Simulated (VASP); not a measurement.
**Si2Mo: single point with PBEsol**

Crystal: Si2Mo.

```xyz
9
Lattice="4.5745 0.0000 0.0000 -2.2873 3.9617 0.0000 0.0000 0.0000 6.5666" Properties=species:S:1:pos:R:3 pbc="T T T"
Si   -1.1607    3.3112    5.4722
Si    1.1266    0.6504    1.0944
Si    2.2873    2.6608    3.2833
Si    3.4479    0.6504    5.4722
Si    1.1607    3.3112    1.0944
Si    0.0000    1.3009    3.2833
Mo    2.2873    0.0000    3.2833
Mo   -1.1436    1.9808    1.0944
Mo    1.1436    1.9808    5.4722
```

- Program: VASP 6.6.1
- Task: single point
- Functional: PBEsol
- Potentials or basis: VASP PAW PBE potentials, release 64 (Si, Mo_sv)
- Cutoff: 520 eV
- k mesh: 6 × 6 × 4
- Occupations: fermi-dirac, width 0.02 eV
- Spin: no spin polarisation

| Property | Result |
| --- | --- |
| Pressure | 0.4 GPa |
| Largest force | 0.004 eV/Å |
| Band gap on the k mesh | 0.03 eV (least direct gap 0.53 eV) |

Forces in eV/Å, atoms in the order of the input:
```
Si  -0.004  0.002  0.000
Si  -0.004 -0.002  0.000
Si   0.000  0.004  0.000
Si   0.004 -0.002  0.000
Si   0.004  0.002  0.000
Si   0.000 -0.004  0.000
Mo   0.000  0.000  0.000
Mo   0.000  0.000  0.000
Mo   0.000  0.000  0.000
```

Levels at points of the mesh, in eV from the valence-band top:
```csv
k point,band 31,band 32,band 33,band 34,band 35,band 36
"(0.00, 0.00, 0.00)",-2.75,-2.13,-0.85,2.00,2.37,2.37
"(0.50, 0.00, 0.00)",-1.61,-1.07,-0.67,0.03,0.69,0.86
"(0.00, 0.00, 0.50)",-2.09,-0.75,-0.75,1.87,2.30,2.31
"(0.50, 0.00, 0.50)",-2.00,-1.26,0.00,0.53,1.09,1.34
```

Run time: 41 s on 1 thread of Intel(R) Xeon(R) 6975P-C (Granite Rapids) (shared host), peak memory 0.27 GiB.

Caveat: the PAW data sets were made with another functional, which shifts forces and pressure a little. A k mesh can miss the band edges.
